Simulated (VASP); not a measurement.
# LiH in VASP: notebook

The runs below take LiH through G0W0 quasiparticle levels, with PBE.

Everything below comes from runs of VASP 6.6.1. Logs are shortened: lines on timing, memory, paths and dates and some standing lists are left out, and cuts for length are marked.

## Step 1: The cell of the first run

It takes space group R3m (No. 160, trigonal). Conventional cell: a = 3.125 Å, b = 3.125 Å, c = 7.383 Å, α = 90.00°, β = 90.00°, γ = 120.00°. Li (site symmetry 3m) has 4 H at 1.87 to 1.90 Å within 2.5 Å. Within 2.5 Å of H (site symmetry 3m) lie 4 Li at 1.87 to 1.90 Å.

## Step 2: G0W0 quasiparticle levels, PBE

POSCAR reads:

```
LiH
1.0
   -0.0520293695      2.1574463007      2.1574463007
    2.1574463007     -0.0520293695      2.1574463007
    2.1574463007      2.1574463007     -0.0520293695
Li H
1 1
Direct
   -0.0018455116     -0.0018455116     -0.0018455116
    0.2518455116      0.2518455116      0.2518455116
```

INCAR.step1 reads:

```
  PREC = Accurate
  ENCUT = 500
  EDIFF = 1E-8
  ISMEAR = 0
  SIGMA = 0.01
  LREAL = F
  LASPH = T
  NELM = 60
  ALGO = Normal
  LWAVE = T
  LCHARG = F
  GGA = PE
```

INCAR.step2 reads:

```
  PREC = Accurate
  ENCUT = 500
  EDIFF = 1E-8
  ISMEAR = 0
  SIGMA = 0.01
  LREAL = F
  LASPH = T
  NELM = 1
  ALGO = Exact
  LWAVE = T
  LCHARG = F
  GGA = PE
  NBANDS = 87
  LOPTICS = T
  ISTART = 1
```

INCAR.step3 reads:

```
  PREC = Accurate
  ENCUT = 500
  EDIFF = 1E-8
  ISMEAR = 0
  SIGMA = 0.01
  LREAL = F
  LASPH = T
  ALGO = EVGW0
  LWAVE = F
  LCHARG = F
  GGA = PE
  NELMGW = 1
  NBANDS = 87
  ENCUTGW = 150.0
  NOMEGA = 96
  PRECFOCK = Fast
  ISTART = 1
  NBANDSGW = 9
  OMEGAMAX = 20
```

KPOINTS reads:

```
regular mesh
0
Gamma
  6 6 6
```

Potentials or basis: VASP PAW PBE potentials, release 64 (Li_GW, H_GW).

Command:

```sh
$ cat potpaw_PBE.64/Li_GW/POTCAR potpaw_PBE.64/H_GW/POTCAR > POTCAR
$ cp INCAR.step1 INCAR
$ mpirun -np 1 vasp_std > vasp.out
$ cp INCAR.step2 INCAR
$ mpirun -np 1 vasp_std > vasp.out
$ cp INCAR.step3 INCAR
$ mpirun -np 1 vasp_std > vasp.out
```

OUTCAR:

```text
PREC = Accurate
   ENCUT = 500
   EDIFF = 1E-8
   ISMEAR = 0
   LREAL = F
   LASPH = T
   GGA = PE
   NELMGW = 1
   ENCUTGW = 150.0
   PRECFOCK = Fast
   ISTART = 1

 ion  position               nearest neighbor table
   1  0.998  0.998  0.998-   2 1.87   2 1.90   2 1.90   2 1.90
   2  0.252  0.252  0.252-   1 1.87   1 1.90   1 1.90   1 1.90

  LATTYP: Found a trigonal (rhomboedric) cell.
 ALAT       =     3.0515334073
 COS(alpha) =     0.4757454727

  Lattice vectors:

 A1 = (  -0.0520293695,   2.1574463007,   2.1574463007)
 A2 = (   2.1574463007,  -0.0520293695,   2.1574463007)
 A3 = (   2.1574463007,   2.1574463007,  -0.0520293695)

Analysis of symmetry for initial positions (statically):
=====================================================================
 Subroutine PRICEL returns:
 Original cell was already a primitive cell.

 Routine SETGRP: Setting up the symmetry group for a
 trigonal (rhombohedral) supercell.

 Subroutine GETGRP returns: Found  6 space group operations
 (whereof  6 operations were pure point group operations)
 out of a pool of 12 trial point group operations.

The static configuration has the point symmetry C_3v.

Analysis of symmetry for dynamics (positions and initial velocities):
=====================================================================
 Subroutine PRICEL returns:
 Original cell was already a primitive cell.

 Routine SETGRP: Setting up the symmetry group for a
 trigonal (rhombohedral) supercell.

 Subroutine GETGRP returns: Found  6 space group operations
 (whereof  6 operations were pure point group operations)
 out of a pool of 12 trial point group operations.

The dynamic configuration has the point symmetry C_3v.

 Subroutine INISYM returns: Found  6 space group operations
 (whereof  6 operations are pure point group operations),
 and found     1 'primitive' translations

----------------------------------------------------------------------------------------

                                     Primitive cell
[... 78 lines left out ...]
   ions per type =               1   1
   NGX,Y,Z   is equivalent  to a cutoff of  13.08, 13.08, 13.08 a.u.
   NGXF,Y,Z  is equivalent  to a cutoff of  26.15, 26.15, 26.15 a.u.
 SYSTEM =  unknown system
   PREC   = accura    normal or accurate (medium, high low for compatibility)
   ISTART =      1    job   : 0-new  1-cont  2-samecut
   ICHARG =      0    charge: 1-file 2-atom 10-const
   ISPIN  =      1    spin polarized calculation?
   LNONCOLLINEAR =      F non collinear calculations
   LSORBIT =      F    spin-orbit coupling
   LASPH  =      T    aspherical Exc in radial PAW
   ENCUT  =  500.0 eV  36.75 Ry    6.06 a.u.   5.56  5.56  5.56*2*pi/ulx,y,z
   NELM   =     60;   NELMIN=  2; NELMDL=  0     # of ELM steps
   EDIFF  = 0.1E-07   stopping-criterion for ELM
   LREAL  =      F    real-space projection
   EDIFFG = 0.1E-06   stopping-criterion for IOM
   NSW    =      0    number of steps for IOM
   IBRION =     -1    ionic relax: 0-MD 1-quasi-New 2-CG
   NFREE  =      0    steps in history (QN), initial steepest desc. (CG)
   ISIF   =      0    stress and relaxation
   ISYM   =      3    0-nonsym 1-usesym 2-fastsym
   POTIM  = 0.5000    time-step for ionic-motion
   TEBEG  =    0.0;   TEEND  =   0.0 temperature during run
   PSTRESS=    0.0 pullay stress
   NELECT =       2.0000    total number of electrons
   NUPDOWN=      -1.0000    fix difference up-down
   EMIN   =  10.00;   EMAX   =-10.00  energy-range for DOS
   EFERMI =   0.00;   METHOD = LEGACY
   ISMEAR =     0;   SIGMA  =   0.01  broadening in eV -4-tet -1-fermi 0-gaus
   EFERMI_NEDOS =   21; number of points for ismear=-14 and -15
   IALGO  =     38    algorithm
   IMIX   =      4    mixing-type and parameters
     AMIX     =   0.40;   BMIX     =  1.00
     AMIX_MAG =   1.60;   BMIX_MAG =  1.00
  volume/ion in A,a.u.               =      10.41        70.22
  Fermi-wavevector in a.u.,A,eV,Ry     =   0.749880  1.417067  7.650820  0.562319
  Thomas-Fermi vector in A             =   1.846502
   LORBIT       =      0    0 simple, 1 ext, 2 COOP (PROOUT), +10 PAW based schemes
   GGA     = PE    functional components
   LHFCALC =     T    Hartree Fock is set to
   PRECFOCK=fast      Normal, Fast or Accurate (Low or Medium for compatibility)
   ENCUT4O =  -1.0   cutoff for four orbital integrals eV
   NKREDX  =     1    reduce k-point grid by
   NKREDY  =     1    reduce k-point grid by
   NKREDZ  =     1    reduce k-point grid by
   AEXX    =    1.0000 exact exchange contribution
   HFSCREEN=    0.0000 screening length (either q_TF or 0.3 A-1)
   HFSCREENC=   0.0000 screening length for correlation (either q_TF or 0.3 A-1)
   ENCUTFOCK=  -1.0 apply spherical cutoff to Coloumb kernel
   IVDW    =     0    specifies the selected vdW correction
   LEPSILON=     F    determine dielectric tensor
   LRPA    =     F    only Hartree local field effects (RPA)
   LRPAFORCE           =     F    calculate RPA forces
   ENCUTGW             = 150.0    cutoff for response function in eV
   ENCUTGWSOFT         = 120.0    soft cutoff for Coulomb kernel in GW response function in eV
   ENCUTLF             =  -1.0    cutoff for local field effects
   NELMGW              =     1    number of iterations in solving QP/BSE equation
   NELMHF              =     1    number of iterations in the inner HF iteration
   NKREDLFX            =     1    NKREDLFY  =   1   NKREDLFZ  =   1
 non-spin polarized calculation
 Gauss-broadening in eV      SIGMA  =   0.01
  energy-cutoff  :      500.00
  volume of cell :       20.81
 maximum number of plane-waves:       539
 NGX is ok and might be reduce to    24
  NGX = 14; NGY = 14; NGZ = 14
   NGX = 11   NGY = 11   NGZ = 11
 maximum number of plane-waves:        95
 NGX is ok and might be reduce to    14

 QP shifts <psi_nk| G(iteration)W_0 |psi_nk>: iteration 1
 for sc-GW calculations column KS-energies equals QP-energies in previous step
 and V_xc(KS)=  KS-energies - (<T + V_ion + V_H > + <T+V_H+V_ion>^1  + <V_x>^1)

 k-point   1 :       0.0000    0.0000    0.0000
  band No.  KS-energies  QP-energies   sigma(KS)   V_xc(KS)     V^pw_x(r,r')   Z            occupation Imag(sigma)

      1      -7.5223      -9.2002     -11.3073      -8.8059     -14.2558       0.6708       2.0000       0.1541
      2       8.6442       9.2247      -8.9963      -9.8128      -3.9962       0.7110       0.0000      -0.5869
      3      12.5475      13.6033      -5.6591      -7.0816      -0.9597       0.7422       0.0000      -0.5227
      4      12.5475      13.6033      -5.6591      -7.0816      -0.9597       0.7422       0.0000      -0.5227
      5      13.3701      14.4503      -5.7265      -7.1938      -0.9595       0.7362       0.0000      -0.5625
      6      15.0157      15.9009      -6.5253      -7.6140      -1.7821       0.8131       0.0000      -1.3179
      7      15.0157      15.9009      -6.5253      -7.6140      -1.7821       0.8131       0.0000      -1.3179
      8      15.9869      16.9070      -6.5967      -7.7083      -1.7852       0.8277       0.0000      -1.4426
      9      22.1117      22.8191      -5.0595      -5.8226      -0.5501       0.9270       0.0000      -1.6843
[... 290 lines left out ...]
      1      -4.0106      -5.6007     -12.7248     -10.5940     -14.3525       0.7463       2.0000       0.0501
      2       2.7363       3.4660      -5.6219      -6.5546      -2.1022       0.7825       0.0000      -0.0818
      3       2.9597       3.6953      -5.7408      -6.6769      -2.2947       0.7858       0.0000      -0.0791
      4       6.6145       7.4443      -6.0514      -7.1411      -2.0751       0.7616       0.0000      -0.1794
      5      11.4593      12.2779      -6.6095      -7.6803      -1.8611       0.7644       0.0000      -0.7214
      6      15.0004      15.7744      -5.8100      -6.7922      -0.9012       0.7881       0.0000      -1.0330
      7      19.1679      20.4342      -6.3052      -7.7549      -1.4652       0.8734       0.0000      -1.6789
      8      23.2849      24.6518      -5.4193      -6.8920      -0.7659       0.9281       0.0000      -2.0130
      9      27.7194      29.5987      -5.4746      -7.6679      -0.9178       0.8568       0.0000      -2.0470

 [... further k-points ...]
```

OUTCAR.step1:

```text
PREC = Accurate
   ENCUT = 500
   EDIFF = 1E-8
   ISMEAR = 0
   LREAL = F
   LASPH = T
[... 413 lines left out ...]
 -----------------------------------------------------------------------------------
      4.25500      4.25500      4.25500        -0.001298     -0.001298     -0.001298
      1.07358      1.07358      1.07358         0.001298      0.001298      0.001298
 -----------------------------------------------------------------------------------
    total drift:                                0.000006      0.000006      0.000006

  FREE ENERGIE OF THE ION-ELECTRON SYSTEM (eV)
  ---------------------------------------------------
  free  energy   TOTEN  =        -6.0109536585 eV

  energy  without entropy=       -6.0109536585  energy(sigma->0) =       -6.01095366
```

OUTCAR.step2:

```text
PREC = Accurate
   ENCUT = 500
   EDIFF = 1E-8
   ISMEAR = 0
   LREAL = F
[... 942 lines left out ...]
     0.00000     3.25211     3.25211     3.25211    -0.00057    -0.00057    -0.00057
     1.84544     3.46740     3.46740     3.46740     0.00002     0.00002     0.00002
     3.69087     4.59075     4.59075     4.59075     0.00682     0.00682     0.00682
     5.53631    -4.52000    -4.52000    -4.52000    -0.05759    -0.05759    -0.05759
     7.38174    -4.04215    -4.04215    -4.04215    -0.09701    -0.09701    -0.09701
     9.22718     0.77723     0.77723     0.77723     0.00381     0.00381     0.00381
[... 92 lines left out ...]
   180.85269     0.99580     0.99580     0.99580    -0.00000    -0.00000    -0.00000
   182.69813     0.99589     0.99589     0.99589    -0.00000    -0.00000    -0.00000
```

Run time: 12 min. Hardware: 1 thread of Intel Xeon 8259CL, shared host; peak memory 0.39 GiB.

Results:

| Property | Result |
| --- | --- |
| Quasiparticle gap | 6.36 eV |
| Least direct quasiparticle gap | 7.30 eV |
| Band gap of the starting levels on the mesh | 4.16 eV |
| Least direct gap of the starting levels on the mesh | 5.06 eV |

Caveat: the k points lie up to 0.41 Å⁻¹ apart; bands, screening cutoff and mesh are small and nothing is extrapolated, so the quasiparticle values aren't converged; the structure was generated, so it needn't be the stable form of LiH.

[end of part 1 of 2]
